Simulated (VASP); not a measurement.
# Al (P1) in VASP: notebook

Al is run at these levels: r2SCAN; tasks: single point.

Program: VASP 6.6.1. These are calculated values, not measurements. Logs are shortened: lines on timing, memory, paths and dates and some standing lists are left out, and cuts for length are marked.

**1. The cell of the first run**

The typed cell holds 4 atoms: a = 2.827 Å, b = 2.827 Å, c = 9.186 Å, α = 90.00°, β = 90.00°, γ = 120.00°.

**2. Single point, r2SCAN**

POSCAR

```
Al
1.0
    2.8270800000      0.0000000000      0.0000000000
   -1.4135400000      2.4483200000      0.0000000000
    0.0000000000      0.0000000000      9.1859900000
Al
4
Direct
    0.0077000000      0.9959600000      0.0011900000
    0.3436044334      0.6770688668      0.2498400000
    0.9988900000      0.0001700000      0.4998700000
    0.6729200000      0.3389000000      0.7509600000
```

INCAR.step1

```
  PREC = Accurate
  ENCUT = 520
  ISMEAR = -1
  SIGMA = 0.15
  LREAL = False
  LASPH = True
  NELM = 80
  NBANDS = 14
  GGA = PE
  ALGO = Normal
  EDIFF = 1E-4
  LWAVE = True
  LCHARG = False
```

INCAR.step2

```
  PREC = Accurate
  ENCUT = 520
  EDIFF = 1E-7
  ISMEAR = -1
  SIGMA = 0.15
  LREAL = False
  LASPH = True
  NELM = 80
  ALGO = Normal
  ISIF = 2
  LWAVE = False
  LCHARG = False
  METAGGA = R2SCAN
  LMIXTAU = True
  NBANDS = 14
  ISTART = 1
```

KPOINTS

```
Automatic mesh
0
Gamma
  6 6 2
```

Potentials or basis: VASP PAW PBE potentials, release 64 (Al).

On the command line:

```console
cat potpaw_PBE.64/Al/POTCAR > POTCAR
cp INCAR.step1 INCAR
mpirun -np 1 vasp_std > vasp.out
cp INCAR.step2 INCAR
mpirun -np 1 vasp_std > vasp.out
```

OUTCAR:

```text
PREC = Accurate
   ENCUT = 520
   EDIFF = 1E-7
   ISMEAR = -1
   LREAL = False
   LASPH = True
   NELM = 80
   ISIF = 2
   METAGGA = R2SCAN
   ISTART = 1

 ion  position               nearest neighbor table
   1  0.008  0.996  0.001-   2 2.79   2 2.80   4 2.81   4 2.82   2 2.83   4 2.83
   2  0.344  0.677  0.250-   1 2.79   3 2.80   1 2.80   3 2.82   1 2.83   3 2.83
   3  0.999  0.000  0.500-   2 2.80   4 2.82   2 2.82   4 2.82   2 2.83   4 2.84
   4  0.673  0.339  0.751-   1 2.81   1 2.82   3 2.82   3 2.82   1 2.83   3 2.84

  LATTYP: Found a hexagonal cell.
 ALAT       =     2.8270800000
 C/A-ratio  =     3.2492854818

  Lattice vectors:

 A1 = (   2.8270800000,   0.0000000000,   0.0000000000)
 A2 = (  -1.4135400000,   2.4483200000,   0.0000000000)
 A3 = (   0.0000000000,   0.0000000000,   9.1859900000)

Analysis of symmetry for initial positions (statically):
=====================================================================
 Subroutine PRICEL returns:
 Original cell was already a primitive cell.

 Routine SETGRP: Setting up the symmetry group for a
 hexagonal supercell.

 Subroutine GETGRP returns: Found  1 space group operations
 (whereof  1 operations were pure point group operations)
 out of a pool of 24 trial point group operations.

The static configuration has the point symmetry C_1 .

Analysis of symmetry for dynamics (positions and initial velocities):
=====================================================================
 Subroutine PRICEL returns:
 Original cell was already a primitive cell.

 Routine SETGRP: Setting up the symmetry group for a
 hexagonal supercell.

 Subroutine GETGRP returns: Found  1 space group operations
 (whereof  1 operations were pure point group operations)
 out of a pool of 24 trial point group operations.

The dynamic configuration has the point symmetry C_1 .

 Subroutine INISYM returns: Found  1 space group operations
 (whereof  1 operations are pure point group operations),
 and found     1 'primitive' translations

----------------------------------------------------------------------------------------

                                     Primitive cell

  volume of cell :      63.5817

  direct lattice vectors                    reciprocal lattice vectors
     2.827080000  0.000000000  0.000000000     0.353721861  0.204221670  0.000000000
    -1.413540000  2.448320000  0.000000000     0.000000000  0.408443341  0.000000000
     0.000000000  0.000000000  9.185990000     0.000000000  0.000000000  0.108861429

  length of vectors
     2.827080000  2.827077317  9.185990000     0.408442953  0.408443341  0.108861429

  position of ions in fractional coordinates (direct lattice)
     0.007700000  0.995960000  0.001190000
     0.343604433  0.677068867  0.249840000
     0.998890000  0.000170000  0.499870000
     0.672920000  0.338900000  0.750960000

  ion indices of the primitive-cell ions
   primitive index   ion index
                 1           1
                 2           2
                 3           3
                 4           4

----------------------------------------------------------------------------------------

 KPOINTS: Automatic mesh

Automatic generation of k-mesh.
 Grid dimensions read from file:
 generate k-points for:    6    6    2

 Generating k-lattice:

  Cartesian coordinates                     Fractional coordinates (reciprocal lattice)
     0.058953644  0.034036945  0.000000000     0.166666667  0.000000000  0.000000000
     0.000000000  0.068073890  0.000000000     0.000000000  0.166666667  0.000000000
     0.000000000  0.000000000  0.054430715     0.000000000  0.000000000  0.500000000

  Length of vectors
     0.068073826  0.068073890  0.054430715

  Shift w.r.t. Gamma in fractional coordinates (k-lattice)
     0.000000000  0.000000000  0.000000000

 Subroutine IBZKPT returns following result:
 ===========================================

 Found     40 irreducible k-points:

 Following reciprocal coordinates:
            Coordinates               Weight
  0.000000  0.000000  0.000000      1.000000
  0.166667  0.000000  0.000000      2.000000
  0.000000  0.166667  0.000000      2.000000
 -0.166667  0.166667  0.000000      2.000000
  0.333333  0.000000  0.000000      2.000000
  0.000000  0.333333  0.000000      2.000000
[... 16 lines left out ...]
  0.000000  0.166667  0.500000      2.000000
 -0.166667  0.166667  0.500000      2.000000
 [... further k-points ...]
   k-points           NKPTS =     40   k-points in BZ     NKDIM =     40   number of bands    NBANDS=     14
   number of dos      NEDOS =    301   number of ions     NIONS =      4
   total plane-waves  NPLWV =  40320
   dimension x,y,z NGX =    24 NGY =   24 NGZ =   70
   dimension x,y,z NGXF=    48 NGYF=   48 NGZF=  140
   ions per type =               4
   NGX,Y,Z   is equivalent  to a cutoff of  14.11, 14.11, 12.67 a.u.
   NGXF,Y,Z  is equivalent  to a cutoff of  28.23, 28.23, 25.34 a.u.
 SYSTEM =  unknown system
[... 25 lines left out ...]
   EFERMI_NEDOS =   21; number of points for ismear=-14 and -15
   IALGO  =     38    algorithm
   IMIX   =      4    mixing-type and parameters
     AMIX     =   0.40;   BMIX     =  1.00
     AMIX_MAG =   1.60;   BMIX_MAG =  1.00
  volume/ion in A,a.u.               =      15.90       107.27
  Fermi-wavevector in a.u.,A,eV,Ry     =   0.939055  1.774557 11.997955  0.881825
  Thomas-Fermi vector in A             =   2.066329
   LORBIT       =      0    0 simple, 1 ext, 2 COOP (PROOUT), +10 PAW based schemes
   METAGGA = R2SCAN    functional components
   LHFCALC =     F    Hartree Fock is set to
   AEXX    =    0.0000 exact exchange contribution
   IVDW    =     0    specifies the selected vdW correction
   LEPSILON=     F    determine dielectric tensor
   LRPA    =     F    only Hartree local field effects (RPA)
 non-spin polarized calculation
  energy-cutoff  :      520.00
  volume of cell :       63.58
 maximum number of plane-waves:      1732
 NGX is ok and might be reduce to    24
   NGX = 11   NGY = 11   NGZ = 35

 number of electron      12.0000000 magnetization

 Free energy of the ion-electron system (eV)
  ---------------------------------------------------
  ext. energy  EPLUGINS =         0.00000000
  ---------------------------------------------------
  free energy    TOTEN  =       -26.98690146 eV

  energy without entropy =      -26.88564289  energy(sigma->0) =      -26.93627217

 E-fermi :   8.3966     XC(G=0): -11.0510

 val. band max:        8.2116709740   @ k =   0.0000   0.1667   0.5000
 cond. band min:       8.5774510579   @ k =   0.1667   0.3333   0.0000
 fundamental gap:      0.3657800839
 Fermi energy:         8.3965967218

 k-point     1 :       0.0000    0.0000    0.0000
  band No.  band energies     occupation
      1      -3.7014      2.00000
      2      -1.8529      2.00000
      3      -1.8451      2.00000
      4       3.2925      2.00000
      5       3.8828      2.00000
      6      12.2526      0.00000
      7      12.2568      0.00000
      8      20.0320      0.00000
      9      20.0348      0.00000
     10      20.1429      0.00000
     11      20.1447      0.00000
     12      21.1120      0.00000
     13      21.1127      0.00000
     14      21.2578      0.00000

 k-point     2 :       0.1667    0.0000    0.0000
  band No.  band energies     occupation
      1      -2.9744      2.00000
      2      -1.1358      2.00000
      3      -1.1278      2.00000
      4       3.9694      2.00000
      5       4.5750      2.00000
      6      12.6145      0.00000
      7      12.7804      0.00000
      8      14.0740      0.00000
      9      15.3577      0.00000
     10      15.5336      0.00000
     11      16.9996      0.00000
     12      18.3973      0.00000
     13      18.5649      0.00000
     14      18.5795      0.00000
[... 343 lines left out ...]
      1      -2.5304      2.00000
      2      -2.4921      2.00000
      3       1.1215      2.00000
      4       1.1481      2.00000
      5       8.1904      1.59635
      6       8.2117      1.54863
      7      14.1308      0.00000
      8      14.1901      0.00000
      9      17.2036      0.00000
     10      17.2314      0.00000
     11      17.3679      0.00000
     12      17.4144      0.00000
     13      17.9471      0.00000
     14      18.0064      0.00000

 k-point    24 :      -0.1667    0.1667    0.5000
  band No.  band energies     occupation
      1      -2.5304      2.00000
      2      -2.4921      2.00000
      3       1.1215      2.00000
      4       1.1481      2.00000
      5       8.1914      1.59404
      6       8.2105      1.55141
      7      14.1475      0.00000
      8      14.1795      0.00000
      9      17.2047      0.00000
     10      17.2334      0.00000
     11      17.3696      0.00000
     12      17.4122      0.00000
     13      17.9479      0.00000
     14      17.9880      0.00000

 [... further k-points ...]

------------------------ aborting loop because EDIFF is reached ----------------------------------------

  FORCE on cell =-STRESS in cart. coord.  units (eV):
  Direction    XX          YY          ZZ          XY          YZ          ZX
  --------------------------------------------------------------------------------------
  -------------------------------------------------------------------------------------
  Total       -0.0949613     -0.1211540      0.9002674      0.0042058      0.0001449      0.0061131
  in kB       -2.3929035     -3.0529238     22.6855774      0.1059797      0.0036501      0.1540411
  external PRESSURE =       5.7465834 kB  Pullay stress =       0.0000000 kB

 VOLUME and BASIS-vectors are now :
 -----------------------------------------------------------------------------
  energy-cutoff  :      520.00
  volume of cell :       63.58
      direct lattice vectors                 reciprocal lattice vectors
     2.827080000  0.000000000  0.000000000     0.353721861  0.204221670  0.000000000
    -1.413540000  2.448320000  0.000000000     0.000000000  0.408443341  0.000000000
     0.000000000  0.000000000  9.185990000     0.000000000  0.000000000  0.108861429

 POSITION                                       TOTAL-FORCE (eV/Angst)
 -----------------------------------------------------------------------------------
     -1.38606      2.43843      0.01093        -0.013038      0.036511     -0.054536
      0.01433      1.65768      2.29503        -0.003124     -0.041568      0.046145
      2.82370      0.00042      4.59180         0.012732      0.027401      0.035824
      1.42335      0.82974      6.89831         0.003430     -0.022344     -0.027433
 -----------------------------------------------------------------------------------
    total drift:                                0.000124      0.000135      0.000750

  FREE ENERGIE OF THE ION-ELECTRON SYSTEM (eV)
  ---------------------------------------------------
  free  energy   TOTEN  =       -26.9869014554 eV

  energy  without entropy=      -26.8856428871  energy(sigma->0) =      -26.93627217
```

Run time: 5.6 min. Hardware: 1 thread of AMD EPYC 7R13, shared host; peak memory 0.17 GiB.

What came out:

| Quantity | Value |
| --- | --- |
| Free energy | -26.9869 eV |
| Pressure | 0.6 GPa |
| Largest force | 0.067 eV/Å |
| Band gap on the k mesh | zero (bands 6 and 7 overlap by 5.64 eV) |

Forces on the atoms (eV/Å):
```
Al  -0.013  0.037 -0.055
Al  -0.003 -0.042  0.046
Al   0.013  0.027  0.036
Al   0.003 -0.022 -0.027
```

Stress tensor (GPa, compression positive):
```
-0.24  0.01  0.02
 0.01 -0.31  0.00
 0.02  0.00  2.27
```

Levels at points of the mesh, in eV from the Fermi level:
| k point | band 4 | band 5 | band 6 | band 7 | band 8 | band 9 |
| --- | --- | --- | --- | --- | --- | --- |
| (0.00, 0.00, 0.00) | -5.10 | -4.51 | 3.86 | 3.86 | 11.64 | 11.64 |
| (0.50, 0.00, 0.00) | -4.30 | -3.47 | -3.46 | 0.84 | 1.25 | 1.62 |
| (0.00, 0.50, 0.00) | -4.29 | -3.48 | -3.47 | 0.83 | 1.26 | 1.61 |
| (0.50, 0.50, 0.00) | -4.30 | -3.48 | -3.46 | 0.84 | 1.25 | 1.62 |
| (0.00, 0.00, 0.50) | -7.95 | -0.85 | -0.83 | 9.14 | 9.15 | 11.96 |
| (0.50, 0.00, 0.50) | -5.19 | -1.99 | -1.97 | -1.27 | -1.25 | 5.03 |
| (0.00, 0.50, 0.50) | -5.18 | -2.00 | -1.98 | -1.26 | -1.25 | 5.03 |
| (0.50, 0.50, 0.50) | -5.19 | -2.00 | -1.98 | -1.27 | -1.24 | 5.03 |

Caveat: the k points lie up to 0.43 Å⁻¹ apart, too coarse for converged energies and pressures of a metal; the PAW data sets were made with another functional, which shifts forces and pressure a little.

**3. Single point, r2SCAN**

POSCAR: that of step 2 with these lines changed.

```diff
@@ -9,3 +9,3 @@
     0.0077000000      0.9959600000      0.0011900000
-    0.3436044334      0.6770688668      0.2498400000
+    0.3354355666      0.6607311332      0.2498400000
     0.9988900000      0.0001700000      0.4998700000
```

INCAR.step1

```
SYSTEM = Al
ALGO     = Normal         ! electronic algorithm
EDIFF    = 1E-4           ! SCF threshold, eV
ENCUT    = 520            ! plane-wave cutoff, eV
GGA      = PE             ! functional
ISMEAR   = -1             ! smearing method
LASPH    = .TRUE.         ! aspherical terms in the spheres
LCHARG   = .FALSE.        ! write CHGCAR
LREAL    = .FALSE.        ! projectors in reciprocal space
LWAVE    = .TRUE.         ! write WAVECAR
NBANDS   = 14             ! bands
NELM     = 100            ! most SCF steps
PREC     = Accurate       ! precision mode
SIGMA    = 0.15           ! smearing width, eV
```

INCAR.step2

```
SYSTEM = Al
ALGO     = Normal         ! electronic algorithm
EDIFF    = 1E-6           ! SCF threshold, eV
ENCUT    = 520            ! plane-wave cutoff, eV
ISIF     = 2              ! what is computed and relaxed
ISMEAR   = -1             ! smearing method
ISTART   = 1            
LASPH    = .TRUE.         ! aspherical terms in the spheres
LCHARG   = .FALSE.        ! write CHGCAR
LMIXTAU  = .TRUE.       
LREAL    = .FALSE.        ! projectors in reciprocal space
LWAVE    = .FALSE.        ! write WAVECAR
METAGGA  = R2SCAN         ! meta-GGA
NBANDS   = 14             ! bands
NELM     = 100            ! most SCF steps
PREC     = Accurate       ! precision mode
SIGMA    = 0.15           ! smearing width, eV
```

KPOINTS

```
k-points
0
G
  6 6 2
  0 0 0
```

Potentials or basis: VASP PAW PBE potentials, release 64 (Al).

On the command line:

```console
cat potpaw_PBE.64/Al/POTCAR > POTCAR
cp INCAR.step1 INCAR
mpirun -np 1 vasp_std > vasp.out
cp INCAR.step2 INCAR
mpirun -np 1 vasp_std > vasp.out
```

Run time: 5.2 min. Hardware: 1 thread of AMD EPYC 7R13, shared host; peak memory 0.17 GiB.

Results (log left out):

| Item | Value |
| --- | --- |
| Free energy | -26.9874 eV |
| Pressure | 0.6 GPa |
| Largest force | 0.055 eV/Å |
| Band gap on the k mesh | zero (bands 6 and 7 overlap by 5.65 eV) |

Forces in eV/Å, atoms in the order of the input:
```
Al  -0.012  0.010 -0.053
Al  -0.003  0.016  0.045
Al   0.012  0.001  0.035
Al   0.003 -0.028 -0.027
```

Stress tensor (GPa, compression positive):
```
-0.34  0.01  0.00
 0.01 -0.21  0.00
 0.00  0.00  2.26
```

Levels at points of the mesh, in eV from the Fermi level:
```csv
k point,band 2,band 3,band 4,band 5,band 6,band 7,band 8,band 9,band 10,band 11
"(0.00, 0.00, 0.00)",-10.25,-10.24,-5.10,-4.51,3.86,3.86,11.63,11.64,11.74,11.75
"(0.50, 0.00, 0.00)",-5.69,-4.31,-4.29,-3.48,-3.47,0.83,1.26,1.61,1.97,6.14
"(0.00, 0.50, 0.00)",-5.69,-4.32,-4.30,-3.47,-3.45,0.85,1.23,1.63,1.96,6.14
"(0.50, 0.50, 0.00)",-5.69,-4.31,-4.29,-3.49,-3.47,0.83,1.26,1.61,1.97,6.14
"(0.00, 0.00, 0.50)",-11.61,-7.98,-7.95,-0.85,-0.83,9.14,9.15,11.96,11.97,12.01
"(0.50, 0.00, 0.50)",-5.32,-5.22,-5.18,-2.00,-1.98,-1.27,-1.24,5.03,5.04,5.10
"(0.00, 0.50, 0.50)",-5.32,-5.22,-5.19,-1.99,-1.96,-1.27,-1.25,5.03,5.04,5.10
"(0.50, 0.50, 0.50)",-5.32,-5.21,-5.18,-2.00,-1.98,-1.26,-1.24,5.03,5.04,5.10
```

Caveat: the k points lie up to 0.43 Å⁻¹ apart, too coarse for converged energies and pressures of a metal; the PAW data sets were made with another functional, which shifts forces and pressure a little.

**4. Single point, r2SCAN**

This run uses another cell than the first one, of 15.97 Å³/atom.

POSCAR

```
Al
1.0
    2.8317839687      0.0000000000      0.0000000000
   -1.4158919844      2.4523937513      0.0000000000
    0.0000000000      0.0000000000      9.2012745373
Al
4
Direct
    0.0077000000      0.9959600000      0.0011900000
    0.3395200000      0.6689000000      0.2498400000
    0.9988900000      0.0001700000      0.4998700000
    0.6729200000      0.3389000000      0.7509600000
```

INCAR.step1

```
SYSTEM = Al
ALGO = Normal
EDIFF = 1E-4
ENCUT = 520
GGA = PE
ISMEAR = -1
LASPH = .True.
LCHARG = .False.
LREAL = .False.
LWAVE = .True.
NBANDS = 14
NELM = 100
PREC = Accurate
SIGMA = 0.15
```

INCAR.step2

```
SYSTEM = Al
ALGO = Normal
EDIFF = 1E-6
ENCUT = 520
ISIF = 2
ISMEAR = -1
ISTART = 1
LASPH = .True.
LCHARG = .True.
LELF = .True.
LMIXTAU = .True.
LREAL = .False.
LVHAR = .True.
LWAVE = .False.
METAGGA = R2SCAN
NBANDS = 14
NELM = 100
PREC = Accurate
SIGMA = 0.15
```

KPOINTS

```
k-points
0
Gamma
  6 6 2
  0 0 0
```

On the command line:

```console
cat potpaw_PBE.64/Al/POTCAR > POTCAR
cp INCAR.step1 INCAR
mpirun -np 1 vasp_std > vasp.out
cp INCAR.step2 INCAR
mpirun -np 1 vasp_std > vasp.out
```

It took 5.3 min on 1 thread of AMD EPYC 7R13, shared host; peak memory 0.17 GiB.

The run converged. Its results:

- Free energy: -26.9881 eV
- Pressure: 0.1 GPa
- Largest force: 0.059 eV/Å
- Band gap on the k mesh: zero (bands 6 and 7 overlap by 5.62 eV)

Forces in eV/Å, atoms in the order of the input:
```
Al  -0.012  0.023 -0.053
Al  -0.003 -0.013  0.045
Al   0.012  0.014  0.035
Al   0.003 -0.025 -0.027
```

Stress tensor (GPa, compression positive):
```
-0.75  0.01  0.01
 0.01 -0.72  0.00
 0.01  0.00  1.77
```

Levels at points of the mesh, in eV from the Fermi level:
```
           k point  band 3  band 4  band 5  band 6  band 7  band 8  band 9  band 10
(0.00, 0.00, 0.00)  -10.21   -5.09   -4.51    3.84    3.85   11.59   11.60    11.71
(0.50, 0.00, 0.00)   -4.30   -4.28   -3.48   -3.46    0.83    1.25    1.60     1.96
(0.00, 0.50, 0.00)   -4.31   -4.28   -3.47   -3.45    0.84    1.25    1.61     1.95
(0.50, 0.50, 0.00)   -4.30   -4.28   -3.48   -3.46    0.83    1.26    1.60     1.96
(0.00, 0.00, 0.50)   -7.96   -7.93   -0.85   -0.83    9.12    9.12   11.92    11.92
(0.50, 0.00, 0.50)   -5.20   -5.17   -1.99   -1.97   -1.27   -1.24    5.02     5.03
(0.00, 0.50, 0.50)   -5.21   -5.17   -1.99   -1.97   -1.26   -1.25    5.02     5.03
(0.50, 0.50, 0.50)   -5.20   -5.17   -2.00   -1.98   -1.26   -1.24    5.02     5.03
```

Caveat: the k points lie up to 0.43 Å⁻¹ apart, too coarse for converged energies and pressures of a metal; the PAW data sets were made with another functional, which shifts forces and pressure a little.

**5. Overview**

| cell | gap on the mesh (eV) | pressure (GPa) | largest force (eV/Å) |
| --- | --- | --- | --- |
| a = 2.827, b = 2.827, c = 9.186 Å, angles 90.0, 90.0, 120.0°, 4 atoms, atomic positions A | none | 0.6 | 0.07 |
| a = 2.827, b = 2.827, c = 9.186 Å, angles 90.0, 90.0, 120.0°, 4 atoms, atomic positions B | none | 0.6 | 0.06 |
| a = 2.832, b = 2.832, c = 9.201 Å, angles 90.0, 90.0, 120.0°, 4 atoms, atomic positions C | none | 0.1 | 0.06 |

Alike in all rows: task single point; level r2SCAN; potentials or basis VASP PAW PBE potentials, release 64 (Al); no spin polarisation; k mesh 6 × 6 × 2; cutoff (eV) 520; smearing fermi-dirac 0.15 eV.

Caveats: all runs use coarse meshes; the PAW data sets were made with another functional, which shifts forces and pressure a little.

Total energies depend on the potentials used, so only differences within one code and one set of settings carry meaning.

The gap in the log of VASP goes by the Fermi energy; the results here count the filled bands.